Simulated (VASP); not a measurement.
Set up this calculation in VASP 6.6.1, as the native input.

```yaml
Task: single point
Functional: PBE
Potentials_or_basis: VASP PAW PBE potentials, release 64 (Bi_d, P)
Cutoff: 500 eV
k_mesh: 3 × 3 × 3
Occupations: gaussian, width 0.1 eV
Spin: no spin polarisation
Dipole_correction: no
Further_INCAR_settings: ALGO = Normal; EDIFF = 1e-06; NBANDS = 66
```

The structure of Bi3P2 lies in POSCAR:

```
Bi3P2
1.0
    3.3468918061      1.9323288852      6.9753094585
   -3.3468918061      1.9323288852      6.9753094585
    0.0000000000     -3.8646577705      6.9753094585
Bi P
6 4
Direct
    0.1294430476      0.3705569524      0.7500000000
    0.7500000000      0.1294430476      0.3705569524
    0.3705569524      0.7500000000      0.1294430476
    0.8705569524      0.6294430476      0.2500000000
    0.2500000000      0.8705569524      0.6294430476
    0.6294430476      0.2500000000      0.8705569524
    0.8130274059      0.8130274059      0.8130274059
    0.6869725941      0.6869725941      0.6869725941
    0.1869725941      0.1869725941      0.1869725941
    0.3130274059      0.3130274059      0.3130274059
```

These files were run (other wordings do the same):

INCAR

```
ALGO = Normal
EDIFF = 1E-6
ENCUT = 500
GGA = PE
GGA_COMPAT = False
ISIF = 2
ISMEAR = 0
LASPH = True
LCHARG = False
LREAL = False
LWAVE = False
NBANDS = 66
NELM = 120
PREC = Accurate
SIGMA = 0.1
```

KPOINTS

```
k-points
0
Gamma
  3 3 3
```

Potentials or basis: VASP PAW PBE potentials, release 64 (Bi_d, P).

Launch:

```console
$ cat potpaw_PBE.64/Bi_d/POTCAR potpaw_PBE.64/P/POTCAR > POTCAR
$ mpirun -np 1 vasp_std > vasp.out
```

Results of the run:

```json
{
 "Pressure": "-0.2 GPa",
 "Largest force": "0.020 eV/Å",
 "Band gap on the k mesh": "zero (bands 55 and 56 overlap by 0.48 eV)"
}
```

Caveat: the k points lie up to 0.37 Å⁻¹ apart; spin-orbit coupling is left out, which moves the levels of the heavy elements.

It took 6.2 min on 1 thread of Intel Xeon 8259CL, on a shared host, peak memory 0.51 GiB.
